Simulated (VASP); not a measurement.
Set up this calculation in VASP 6.6.1, as the native input.

```yaml
Task: single point
Functional: PBE
Potentials_or_basis: VASP PAW PBE potentials, release 64 (Ir, Rh_pv)
Cutoff: 520 eV
k_mesh: 18 × 18 × 4
Occupations: gaussian, width 0.1 eV
Spin: no spin polarisation
Dipole_correction: no
Further_INCAR_settings: ALGO = Fast; EDIFF = 1e-07; NBANDS = 48
```

The structure of IrRh2 lies in POSCAR:

```
IrRh2
1.0
    2.7318740460      0.0000000000      0.0000000000
   -1.3659370230      2.3658723237      0.0000000000
    0.0000000000      0.0000000000     13.2235244925
Ir Rh
2 4
Direct
    0.3333333333      0.6666666667      0.2500000000
    0.6666666667      0.3333333333      0.7500000000
    0.3333333333      0.6666666667      0.9159650843
    0.3333333333      0.6666666667      0.5840349157
    0.6666666667      0.3333333333      0.0840349157
    0.6666666667      0.3333333333      0.4159650843
```

One way to write it, as run:

INCAR

```
PREC = Accurate
ENCUT = 520
EDIFF = 1E-7
ISMEAR = 0
SIGMA = 0.1
LREAL = False
LASPH = True
NELM = 100
ALGO = Fast
ISIF = 2
LWAVE = False
LCHARG = True
GGA = PE
LELF = True
LVHAR = True
NBANDS = 48
```

KPOINTS

```
Automatic mesh
0
Gamma
  18 18 4
```

Potentials or basis: VASP PAW PBE potentials, release 64 (Ir, Rh_pv).

The run is started by

```bash
$ cat potpaw_PBE.64/Ir/POTCAR potpaw_PBE.64/Rh_pv/POTCAR > POTCAR
$ mpirun -np 1 vasp_std > vasp.out
```

It gave:

* Pressure: 0.2 GPa
* Largest force: 0.023 eV/Å
* Band gap on the k mesh: zero (band 39 reaches 11.64 eV, above the bottom of band 40 at 9.42 eV)

Caveat: spin-orbit coupling is left out, which moves the levels of the heavy elements.

Run time: 4.5 min on 1 thread of Intel(R) Xeon(R) 6975P-C (Granite Rapids), with other jobs on the host, peak memory 0.45 GiB.
